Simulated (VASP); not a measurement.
# MgAl2Sb2 (P-3m1) in VASP: notebook, part 2 of 2

VASP 6.6.1. The steps go on from the part before.

## 3. Single point, PBE

The input, INCAR:

```
PREC = Accurate
ENCUT = 520
EDIFF = 1E-6
ISMEAR = -1
SIGMA = 0.1
LREAL = F
LASPH = T
NELM = 100
ALGO = Normal
ISIF = 2
LWAVE = F
LCHARG = F
GGA = PE
NBANDS = 17
```

The input, KPOINTS:

```
regular mesh
0
Gamma
  6 6 4
```

The input, POSCAR:

```
MgAl2Sb2
1.0
    4.6038400000      0.0000000000      0.0000000000
   -2.3019200000      3.9870400000      0.0000000000
    0.0000000000      0.0000000000      7.0863200000
Mg Al Sb
1 2 2
Direct
    0.0000000000      0.0000000000      0.0000000000
    0.6666666667      0.3333333333      0.3707900000
    0.3333333333      0.6666666667      0.6292100000
    0.6666666667      0.3333333333      0.7696900000
    0.3333333333      0.6666666667      0.2303100000
```

Potentials or basis: VASP PAW PBE potentials, release 64 (Mg, Al, Sb).

Started as:

```sh
$ cat potpaw_PBE.64/Mg/POTCAR potpaw_PBE.64/Al/POTCAR potpaw_PBE.64/Sb/POTCAR > POTCAR
$ mpirun -np 1 vasp_std > vasp.out
```

OUTCAR:

```text
PREC = Accurate
   ENCUT = 520
   EDIFF = 1E-6
   ISMEAR = -1
   LREAL = F
   LASPH = T
   NELM = 100
   ISIF = 2
   GGA = PE

 ion  position               nearest neighbor table
   1  0.000  0.000  0.000-   5 3.12   4 3.12   5 3.12   4 3.12   4 3.12   5 3.12
   2  0.667  0.333  0.371-   4 2.83   5 2.84   5 2.84   5 2.84   3 3.23   3 3.23   3 3.23
   3  0.333  0.667  0.629-   5 2.83   4 2.84   4 2.84   4 2.84   2 3.23   2 3.23   2 3.23
   4  0.667  0.333  0.770-   2 2.83   3 2.84   3 2.84   3 2.84   1 3.12   1 3.12   1 3.12
   5  0.333  0.667  0.230-   3 2.83   2 2.84   2 2.84   2 2.84   1 3.12   1 3.12   1 3.12

  LATTYP: Found a hexagonal cell.
 ALAT       =     4.6038400000
 C/A-ratio  =     1.5392194342

  Lattice vectors:

 A1 = (   4.6038400000,   0.0000000000,   0.0000000000)
 A2 = (  -2.3019200000,   3.9870400000,   0.0000000000)
 A3 = (   0.0000000000,   0.0000000000,   7.0863200000)

Analysis of symmetry for initial positions (statically):
=====================================================================
 Subroutine PRICEL returns:
 Original cell was already a primitive cell.

 Routine SETGRP: Setting up the symmetry group for a
 hexagonal supercell.

 Subroutine GETGRP returns: Found 12 space group operations
 (whereof 12 operations were pure point group operations)
 out of a pool of 24 trial point group operations.

The static configuration has the point symmetry D_3d.

Analysis of symmetry for dynamics (positions and initial velocities):
=====================================================================
 Subroutine PRICEL returns:
 Original cell was already a primitive cell.

 Routine SETGRP: Setting up the symmetry group for a
 hexagonal supercell.

 Subroutine GETGRP returns: Found 12 space group operations
[... 125 lines left out ...]
   IALGO  =     38    algorithm
   IMIX   =      4    mixing-type and parameters
     AMIX     =   0.40;   BMIX     =  1.00
     AMIX_MAG =   1.60;   BMIX_MAG =  1.00
  volume/ion in A,a.u.               =      26.01       175.56
  Fermi-wavevector in a.u.,A,eV,Ry     =   0.846776  1.600174  9.755777  0.717029
  Thomas-Fermi vector in A             =   1.962177
   LORBIT       =      0    0 simple, 1 ext, 2 COOP (PROOUT), +10 PAW based schemes
   GGA     = PE    functional components
   LHFCALC =     F    Hartree Fock is set to
   AEXX    =    0.0000 exact exchange contribution
   IVDW    =     0    specifies the selected vdW correction
   LEPSILON=     F    determine dielectric tensor
   LRPA    =     F    only Hartree local field effects (RPA)
 non-spin polarized calculation
  energy-cutoff  :      520.00
  volume of cell :      130.07
 maximum number of plane-waves:      3561
 NGX is ok and might be reduce to    36
   NGX = 17   NGY = 17   NGZ = 27

 number of electron      18.0000000 magnetization

 Free energy of the ion-electron system (eV)
  ---------------------------------------------------
  ext. energy  EPLUGINS =         0.00000000
  ---------------------------------------------------
  free energy    TOTEN  =       -17.15222515 eV

  energy without entropy =      -17.08055084  energy(sigma->0) =      -17.11638800

 E-fermi :   5.8358     XC(G=0):  -9.0348

 val. band max:        5.7881042785   @ k =   0.3333   0.3333   0.2500
 cond. band min:       5.8723058742   @ k =   0.3333   0.1667   0.2500
 fundamental gap:      0.0842015956
 Fermi energy:         5.8357814259

 k-point     1 :       0.0000    0.0000    0.0000
  band No.  band energies     occupation
      1      -5.6424      2.00000
      2      -4.1422      2.00000
      3      -0.4996      2.00000
      4       3.4052      2.00000
      5       3.4052      2.00000
      6       3.9723      2.00000
[... 457 lines left out ...]
      4      -0.4568      2.00000
      5       1.1814      2.00000
      6       1.2800      2.00000
[... 9 lines left out ...]
     16       9.5639      0.00000
     17       9.5639      0.00000

------------------------ aborting loop because EDIFF is reached ----------------------------------------

  FORCE on cell =-STRESS in cart. coord.  units (eV):
  Direction    XX          YY          ZZ          XY          YZ          ZX
  --------------------------------------------------------------------------------------
  -------------------------------------------------------------------------------------
  Total        0.1043232      0.1043230      0.1362089     -0.0000000      0.0000000      0.0000000
  in kB        1.2849899      1.2849883      1.6777400     -0.0000000      0.0000000      0.0000000
  external PRESSURE =       1.4159061 kB  Pullay stress =       0.0000000 kB

 VOLUME and BASIS-vectors are now :
 -----------------------------------------------------------------------------
  energy-cutoff  :      520.00
  volume of cell :      130.07
      direct lattice vectors                 reciprocal lattice vectors
     4.603840000  0.000000000  0.000000000     0.217209981  0.125406316  0.000000000
    -2.301920000  3.987040000  0.000000000     0.000000000  0.250812633  0.000000000
     0.000000000  0.000000000  7.086320000     0.000000000  0.000000000  0.141116969

 POSITION                                       TOTAL-FORCE (eV/Angst)
 -----------------------------------------------------------------------------------
      0.00000      0.00000      0.00000        -0.000000      0.000000     -0.000000
      2.30192      1.32901      2.62754         0.000000     -0.000000     -0.042436
     -0.00000      2.65803      4.45878        -0.000000     -0.000000      0.042436
      2.30192      1.32901      5.45427        -0.000000      0.000000      0.002697
     -0.00000      2.65803      1.63205        -0.000000      0.000000     -0.002697
 -----------------------------------------------------------------------------------
    total drift:                                0.000000      0.000000      0.000000

  FREE ENERGIE OF THE ION-ELECTRON SYSTEM (eV)
  ---------------------------------------------------
  free  energy   TOTEN  =       -17.1522251524 eV

  energy  without entropy=      -17.0805508407  energy(sigma->0) =      -17.11638800
```

It took 40 s on 1 thread of Intel Xeon Platinum 8375C at 2.90GHz (Ice Lake), shared host; peak memory 0.27 GiB.

Results:

* Free energy: -17.1522 eV
* Pressure: 0.1 GPa
* Largest force: 0.042 eV/Å
* Band gap on the k mesh: zero (band 9 reaches 6.13 eV, above the bottom of band 10 at 5.12 eV)

Forces on the atoms (eV/Å):
```
Mg   0.000  0.000  0.000
Al   0.000  0.000 -0.042
Al   0.000  0.000  0.042
Sb   0.000  0.000  0.003
Sb   0.000  0.000 -0.003
```

Caveat: spin-orbit coupling is left out, which moves the levels of the heavy elements.
